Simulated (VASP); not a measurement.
Runs of VASP 6.6.1 on V. The structure is that of space group Im-3m (No. 229), or close to it. The cells are those of the table. 

```tsv
task	cell	k mesh	cutoff (eV)	k mesh for the DOS	occupations for the DOS	gap on the mesh (eV)	pressure (GPa)
single point	a = 2.569 Å, angles 109.5°, 1 atom	10 × 10 × 10	520	-	-	none	0.0
relaxation of cell and atoms	relaxed from a = 2.569 Å, angles 109.5°, 1 atom	20 × 20 × 20	600	-	-	none	0.0
single point	a = 2.456 Å, angles 109.5°, 1 atom	20 × 20 × 20	520	-	-	none	32.3
single point	a = 2.537 Å, angles 109.5°, 1 atom	20 × 20 × 20	520	-	-	none	(a)
```

Alike in all rows: level PBEsol; potentials or basis VASP PAW PBE potentials, release 64 (V_sv); no spin polarisation; smearing gaussian 0.1 eV.

Estimate the missing entries.

(a) 6.6.

Caveats: the PAW data sets were made with another functional, which shifts forces and pressure a little.

A gap of «none» marks levels without a gap at the run's occupations.
